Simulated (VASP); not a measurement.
Si (a cell with a defect), 17 atoms in the cell. The cell holds a defect, 17 atoms: a = 7.679 Å, b = 7.679 Å, c = 7.679 Å, α = 60.00°, β = 60.00°, γ = 60.00°. 

```yaml
Program: VASP 6.6.1
Task: single point
Functional: PBE
Potentials_or_basis: VASP PAW PBE potentials, release 64 (Si)
Cutoff: 520 eV
k_mesh: 2 × 2 × 2
Occupations: gaussian, width 0.02 eV
Spin: no spin polarisation
Dipole_correction: no
Further_INCAR_settings: LREAL = Auto; ALGO = Normal; EDIFF = 1e-06; NBANDS = 48
```

Potentials or basis: VASP PAW PBE potentials, release 64 (Si).

Command:

```console
$ cat potpaw_PBE.64/Si/POTCAR > POTCAR
$ mpirun -np 1 vasp_std > vasp.out
```

Hardware: 1 thread of Intel(R) Xeon(R) 6975P-C (Granite Rapids), with other jobs on the host.

Problem. How long does it take, and how much memory?

Solution. It took 100 s on 1 thread of Intel(R) Xeon(R) 6975P-C (Granite Rapids), with other jobs on the host, peak memory 0.46 GiB. Counts: scf iterations 14, k points 8.
